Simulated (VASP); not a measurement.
A run of VASP 6.6.1 is set up as follows.

File INCAR:

```
PREC     = Accurate       # precision mode
ENCUT    = 520            # plane-wave cutoff, eV
EDIFF    = 1E-8           # SCF threshold, eV
ISMEAR   = -1             # smearing method
SIGMA    = 0.05           # smearing width, eV
LREAL    = F              # projectors in reciprocal space
LASPH    = T              # aspherical terms in the spheres
NELM     = 80             # most SCF steps
ALGO     = Normal         # electronic algorithm
ISIF     = 2              # what is computed and relaxed
LWAVE    = F              # write WAVECAR
LCHARG   = F              # write CHGCAR
GGA      = PE             # functional
LEFG     = T            
NBANDS   = 33             # bands
```

Contents of KPOINTS:

```
regular mesh
0
Gamma
  7 7 10
```

Contents of POSCAR:

```
TiO2
1.0
    4.5786353367      0.0000000000      0.0000000000
    0.0000000000      4.5786353367      0.0000000000
    0.0000000000      0.0000000000      2.9491036050
Ti O
2 4
Direct
    0.0000000000      0.0000000000      0.0000000000
    0.5000000000      0.5000000000      0.5000000000
    0.3060000000      0.3060000000      0.0000000000
    0.1940000000      0.8060000000      0.5000000000
    0.6940000000      0.6940000000      0.0000000000
    0.8060000000      0.1940000000      0.5000000000
```

Potentials or basis: VASP PAW PBE potentials, release 64 (Ti_sv, O).

Command:

```bash
$ cat potpaw_PBE.64/Ti_sv/POTCAR potpaw_PBE.64/O/POTCAR > POTCAR
$ mpirun -np 1 vasp_std > vasp.out
```

Predict the band gap on the k mesh.

1.93 eV.

What does it give for the largest force?

0.319 eV/Å.

Predict the pressure.

8.7 GPa.

Forces in eV/Å, atoms in the order of the input:
```
Ti   0.000  0.000  0.000
Ti   0.000  0.000  0.000
O   -0.226 -0.226  0.000
O    0.226 -0.226  0.000
O    0.226  0.226  0.000
O   -0.226  0.226  0.000
```

Caveat: the cell stands under pressure; without QUAD_EFG the Cq values of the log hold for a quadrupole moment of 1 mb, not for the nuclei; an odd mesh through Γ misses points on the zone boundary, where band edges can lie.
